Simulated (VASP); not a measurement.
# Au (I4_1/amd) in VASP: relaxation of cell and atoms with PBE

Aim: the relaxation of cell and atoms of Au with PBE.

Program: VASP 6.6.1. These are calculated values, not measurements. Logs are shortened: lines on timing, memory, paths and dates and some standing lists are left out, and cuts for length are marked.

## 1. The cell of the first run

It takes space group I4_1/amd (No. 141, tetragonal). The conventional cell has a = 5.072 Å, b = 5.072 Å, c = 2.769 Å, α = 90.00°, β = 90.00°, γ = 90.00°. Within 3.5 Å of Au (site symmetry -4m2) lie 10 Au at 2.63 to 3.28 Å.

## 2. Relaxation of cell and atoms, PBE

INCAR

```
SYSTEM = Au
PREC = Accurate ; ENCUT = 600
EDIFF = 1E-6 ; ISMEAR = -1
SIGMA = 0.1 ; LREAL = .False.
LASPH = .True. ; NELM = 60
ALGO = Normal ; ISIF = 3
LWAVE = .False. ; LCHARG = .False.
GGA = PE ; IBRION = 2
NSW = 80 ; EDIFFG = -0.01
ISYM = 0
```

KPOINTS

```
regular mesh
0
Gamma
  13 13 9
  0 0 0
```

POSCAR

```
Au
1.0
   -2.5357611069      2.5357611069      1.3845255643
    2.5357611069     -2.5357611069      1.3845255643
    2.5357611069      2.5357611069     -1.3845255643
Au
2
Direct
    0.0000000000      0.0000000000      0.0000000000
    0.7500000000      0.2500000000      0.5000000000
```

Potentials or basis: VASP PAW PBE potentials, release 64 (Au).

Run with:

```console
$ cat potpaw_PBE.64/Au/POTCAR > POTCAR
$ mpirun -np 1 vasp_std > vasp.out
```

OUTCAR:

```text
SYSTEM = Au
   PREC = Accurate
   ENCUT = 600
   EDIFF = 1E-6
   ISMEAR = -1
   LREAL = .False.
   LASPH = .True.
   NELM = 60
   ISIF = 3
   GGA = PE
   IBRION = 2
   NSW = 80
   EDIFFG = -0.01
   ISYM = 0

 ion  position               nearest neighbor table
   1  0.000  0.000  0.000-   2 2.63   2 2.63   2 2.63   2 2.63   2 3.28   2 3.28   2 3.28   2 3.28

   2  0.750  0.250  0.500-   1 2.63   1 2.63   1 2.63   1 2.63   1 3.28   1 3.28   1 3.28   1 3.28

IMPORTANT INFORMATION: All symmetrisations will be switched off!
NOSYMM: (Re-)initialisation of all symmetry stuff for point group C_1.

----------------------------------------------------------------------------------------

                                     Primitive cell

  volume of cell :      35.6105

  direct lattice vectors                    reciprocal lattice vectors
    -2.535761107  2.535761107  1.384525564     0.000000000  0.197179458  0.361134538
     2.535761107 -2.535761107  1.384525564     0.197179458  0.000000000  0.361134538
     2.535761107  2.535761107 -1.384525564     0.197179458  0.197179458  0.000000000

  length of vectors
     3.844096750  3.844096750  3.844096750     0.411458252  0.411458252  0.278853863

  position of ions in fractional coordinates (direct lattice)
     0.000000000  0.000000000  0.000000000
     0.750000000  0.250000000  0.500000000

  ion indices of the primitive-cell ions
   primitive index   ion index
                 1           1
                 2           2

----------------------------------------------------------------------------------------

 KPOINTS: regular mesh

Automatic generation of k-mesh.
 Grid dimensions read from file:
 generate k-points for:   13   13    9

 Generating k-lattice:

  Cartesian coordinates                     Fractional coordinates (reciprocal lattice)
     0.000000000  0.015167651  0.027779580     0.076923077  0.000000000  0.000000000
     0.015167651  0.000000000  0.027779580     0.000000000  0.076923077  0.000000000
     0.021908829  0.021908829  0.000000000     0.000000000  0.000000000  0.111111111

  Length of vectors
     0.031650635  0.031650635  0.030983763

  Shift w.r.t. Gamma in fractional coordinates (k-lattice)
     0.000000000  0.000000000  0.000000000

 -----------------------------------------------------------------------------
|                                                                             |
|           W    W    AA    RRRRR   N    N  II  N    N   GGGG   !!!           |
|           W    W   A  A   R    R  NN   N  II  NN   N  G    G  !!!           |
|           W    W  A    A  R    R  N N  N  II  N N  N  G       !!!           |
|           W WW W  AAAAAA  RRRRR   N  N N  II  N  N N  G  GGG   !            |
|           WW  WW  A    A  R   R   N   NN  II  N   NN  G    G                |
|           W    W  A    A  R    R  N    N  II  N    N   GGGG   !!!           |
|                                                                             |
|     Your reciprocal lattice and k-lattice belong to different lattice       |
|     classes:                                                                |
|                                                                             |
|        The reciprocal lattice is body-centered tetragonal,                  |
|        whereas your k-lattice is base-centered monoclinic.                  |
|                                                                             |
|     Results are often still useful ...                                      |
|                                                                             |
 -----------------------------------------------------------------------------

 WARNING: IBZKPT: internal override: KBLOWUP is changed to .FALSE.
      ... skipping the blow-up phase ...

 Subroutine IBZKPT returns following result:
 ===========================================

 Found    761 irreducible k-points:

 Following reciprocal coordinates:
            Coordinates               Weight
  0.000000  0.000000  0.000000      1.000000
  0.076923  0.000000  0.000000      2.000000
  0.153846 -0.000000  0.000000      2.000000
  0.230769 -0.000000  0.000000      2.000000
  0.307692 -0.000000  0.000000      2.000000
  0.384615 -0.000000  0.000000      2.000000
[... 16 lines left out ...]
  0.153846  0.153846  0.000000      2.000000
  0.230769  0.153846  0.000000      2.000000
 [... further k-points ...]
   k-points           NKPTS =    761   k-points in BZ     NKDIM =    761   number of bands    NBANDS=     15
   number of dos      NEDOS =    301   number of ions     NIONS =      2
   total plane-waves  NPLWV =  32768
   dimension x,y,z NGX =    32 NGY =   32 NGZ =   32
   dimension x,y,z NGXF=    64 NGYF=   64 NGZF=   64
   ions per type =               2
   NGX,Y,Z   is equivalent  to a cutoff of  13.84, 13.84, 13.84 a.u.
   NGXF,Y,Z  is equivalent  to a cutoff of  27.68, 27.68, 27.68 a.u.
 SYSTEM =  Au
   PREC   = accura    normal or accurate (medium, high low for compatibility)
   ISTART =      0    job   : 0-new  1-cont  2-samecut
   ICHARG =      2    charge: 1-file 2-atom 10-const
   ISPIN  =      1    spin polarized calculation?
   LNONCOLLINEAR =      F non collinear calculations
   LSORBIT =      F    spin-orbit coupling
   LASPH  =      T    aspherical Exc in radial PAW
   ENCUT  =  600.0 eV  44.10 Ry    6.64 a.u.   7.68  7.68  7.68*2*pi/ulx,y,z
   NELM   =     60;   NELMIN=  2; NELMDL= -5     # of ELM steps
   EDIFF  = 0.1E-05   stopping-criterion for ELM
   LREAL  =      F    real-space projection
   EDIFFG = -.1E-01   stopping-criterion for IOM
   NSW    =     80    number of steps for IOM
   IBRION =      2    ionic relax: 0-MD 1-quasi-New 2-CG
   NFREE  =      1    steps in history (QN), initial steepest desc. (CG)
   ISIF   =      3    stress and relaxation
   ISYM   =      0    0-nonsym 1-usesym 2-fastsym
   POTIM  = 0.5000    time-step for ionic-motion
   TEBEG  =    0.0;   TEEND  =   0.0 temperature during run
   PSTRESS=    0.0 pullay stress
   NELECT =      22.0000    total number of electrons
   NUPDOWN=      -1.0000    fix difference up-down
   EMIN   =  10.00;   EMAX   =-10.00  energy-range for DOS
   EFERMI =   0.00;   METHOD = LEGACY
   ISMEAR =    -1;   SIGMA  =   0.10  broadening in eV -4-tet -1-fermi 0-gaus
   EFERMI_NEDOS =   21; number of points for ismear=-14 and -15
   IALGO  =     38    algorithm
   IMIX   =      4    mixing-type and parameters
     AMIX     =   0.40;   BMIX     =  1.00
     AMIX_MAG =   1.60;   BMIX_MAG =  1.00
  volume/ion in A,a.u.               =      17.81       120.16
  Fermi-wavevector in a.u.,A,eV,Ry     =   1.394301  2.634847 26.450746  1.944075
  Thomas-Fermi vector in A             =   2.517863
   LORBIT       =      0    0 simple, 1 ext, 2 COOP (PROOUT), +10 PAW based schemes
   GGA     = PE    functional components
   LHFCALC =     F    Hartree Fock is set to
   AEXX    =    0.0000 exact exchange contribution
   IVDW    =     0    specifies the selected vdW correction
   LEPSILON=     F    determine dielectric tensor
   LRPA    =     F    only Hartree local field effects (RPA)
 conjugate gradient relaxation of ions
 non-spin polarized calculation
  energy-cutoff  :      600.00
  volume of cell :       35.61
 maximum number of plane-waves:      1207
   NGX = 15   NGY = 15   NGZ = 15

--------------------------------------- Ionic step        1  -------------------------------------------

 number of electron      21.9999998 magnetization

 Free energy of the ion-electron system (eV)
  ---------------------------------------------------
  ext. energy  EPLUGINS =         0.00000000
  ---------------------------------------------------
  free energy    TOTEN  =        -5.92222253 eV

  energy without entropy =       -5.90239036  energy(sigma->0) =       -5.91230645

------------------------ aborting loop because EDIFF is reached ----------------------------------------

  FORCE on cell =-STRESS in cart. coord.  units (eV):
  Direction    XX          YY          ZZ          XY          YZ          ZX
  --------------------------------------------------------------------------------------
  -------------------------------------------------------------------------------------
  Total        4.5951670      4.5951718      1.4767432     -0.0040485     -0.0083588     -0.0083596
  in kB      206.7446306    206.7448452     66.4412703     -0.1821478     -0.3760754     -0.3761130
  external PRESSURE =     159.9769154 kB  Pullay stress =       0.0000000 kB
[... 237 lines left out ...]
  energy  without entropy=       -6.1301810779  energy(sigma->0) =       -6.13896396

--------------------------------------- Ionic step        8  -------------------------------------------

 number of electron      22.0000000 magnetization

 Free energy of the ion-electron system (eV)
  ---------------------------------------------------
  ext. energy  EPLUGINS =         0.00000000
  ---------------------------------------------------
  free energy    TOTEN  =        -6.14774897 eV

  energy without entropy =       -6.13017137  energy(sigma->0) =       -6.13896017

 E-fermi :   7.1811     XC(G=0): -11.7818

 val. band max:        7.1771351843   @ k =  -0.2308  -0.4615   0.2222
 cond. band min:       7.1898425272   @ k =   0.3846   0.3077   0.4444
 fundamental gap:      0.0127073429
 Fermi energy:         7.1811267465

 k-point     1 :       0.0000    0.0000    0.0000
  band No.  band energies     occupation
      1      -1.2084      2.00000
      2       1.3793      2.00000
      3       1.4953      2.00000
      4       1.5584      2.00000
      5       1.9624      2.00000
      6       4.6578      2.00000
      7       4.6579      2.00000
      8       4.6933      2.00000
      9       4.6935      2.00000
     10       5.4177      2.00000
     11       6.2397      1.99984
     12      10.9303      0.00000
     13      10.9350      0.00000
     14      13.7564      0.00000
     15      19.0213      0.00000
[... 397 lines left out ...]
 k-point    24 :       0.2308    0.1538    0.0000
  band No.  band energies     occupation
      1       1.3570      2.00000
      2       1.6700      2.00000
      3       2.3682      2.00000
      4       2.6420      2.00000
      5       3.0214      2.00000
      6       3.2274      2.00000
      7       3.4388      2.00000
      8       4.9965      2.00000
      9       5.2679      2.00000
     10       5.4932      2.00000
     11       5.9293      1.99999
     12      11.6287      0.00000
     13      13.5269      0.00000
     14      14.5840      0.00000
     15      16.8641      0.00000

 [... further k-points ...]

------------------------ aborting loop because EDIFF is reached ----------------------------------------

  FORCE on cell =-STRESS in cart. coord.  units (eV):
  Direction    XX          YY          ZZ          XY          YZ          ZX
  --------------------------------------------------------------------------------------
  -------------------------------------------------------------------------------------
  Total       -0.0126938     -0.0126941     -0.0117795     -0.0056087      0.0083196      0.0083196
  in kB       -0.5162187     -0.5162286     -0.4790347     -0.2280893      0.3383318      0.3383305
  external PRESSURE =      -0.5038273 kB  Pullay stress =       0.0000000 kB
[... 17 lines left out ...]
  FREE ENERGIE OF THE ION-ELECTRON SYSTEM (eV)
  ---------------------------------------------------
  free  energy   TOTEN  =        -6.1477489680 eV

  energy  without entropy=       -6.1301713730  energy(sigma->0) =       -6.13896017

 reached required accuracy - stopping structural energy minimisation
```

Wall time 39 min (1 thread of Oxide Virtual Turin-like, shared host); peak memory 0.5 GiB.

Results:

```yaml
Free_energy: -6.1477 eV
Relaxed_volume: 19.70 Å³/atom
Relaxed_cell: a = 4.030 Å, b = 4.030 Å, c = 4.029 Å, α = 96.65°, β = 96.65°, γ = 140.18°
Space_group_after_relaxing_to_0.1_Å: I4_1/amd (No. 141)
Energy_gained_by_relaxing: 112.8 meV/atom
Ionic_steps: 8
Pressure_after_relaxing: -0.1 GPa
Band_gap_on_the_k_mesh: zero (bands 11 and 12 overlap by 4.36 eV)
```

Forces on the atoms (eV/Å):
```
Au  -0.001  0.001  0.000
Au   0.001 -0.001  0.000
```

The path:
| step | energy change (eV) | largest force (eV/Å) | pressure (GPa) | volume (Å³) |
| --- | --- | --- | --- | --- |
| 1 | 0.0000 | 0.0002 | 16.00 | 35.61 |
| 2 | 0.0189 | 0.0011 | -10.82 | 45.51 |
| 3 | -0.2089 | 0.0009 | -1.42 | 39.83 |
| 4 | -0.2091 | 0.0009 | -1.09 | 39.73 |
| 5 | -0.2255 | 0.0006 | 0.13 | 39.34 |
| 6 | -0.2255 | 0.0006 | 0.16 | 39.33 |
| 7 | -0.2255 | 0.0026 | -0.13 | 39.42 |
| 8 | -0.2255 | 0.0021 | -0.05 | 39.40 |

Final structure:
```yaml
crystal:
  lattice:
    - [-2.67924, 2.67957, 1.37225]
    - [2.67957, -2.67924, 1.37225]
    - [2.67862, 2.67862, -1.37158]
  atoms:
    - { symbol: Au, position: [0.00000, 0.00000, 0.00000] }
    - { symbol: Au, position: [0.75000, 0.25000, 0.50000] }
```

Caveat: spin-orbit coupling is left out, which moves the levels of the heavy elements.
